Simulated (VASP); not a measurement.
Here is a VASP 6.6.1 calculation.

Contents of INCAR:

```
PREC = Accurate
ENCUT = 520
EDIFF = 1E-6
ISMEAR = -1
SIGMA = 0.05
LREAL = False
LASPH = True
NELM = 100
ALGO = Normal
ISIF = 2
LWAVE = False
LCHARG = False
NBANDS = 21
```

KPOINTS

```
regular mesh
0
Gamma
  9 9 9
```

Contents of POSCAR:

```
Ge
1.0
    0.0000000000      2.6973540070      2.6973540070
    2.6973540070      0.0000000000      2.6973540070
    2.6973540070      2.6973540070      0.0000000000
Ge
2
Direct
    0.5000000000      0.5000000000      0.5000000000
    0.7500000000      0.7500000000      0.7500000000
```

Potentials or basis: VASP PAW LDA potentials, release 64 (Ge_d).

The run is started by

```sh
$ cat potpaw_LDA.64/Ge_d/POTCAR > POTCAR
$ mpirun -np 1 vasp_std > vasp.out
```

(1) Predict the pressure.

(2) What does it give for the band gap on the k mesh?

Answers

(1) 12.2 GPa.

(2) 0.29 eV, indirect (least direct gap 1.22 eV).
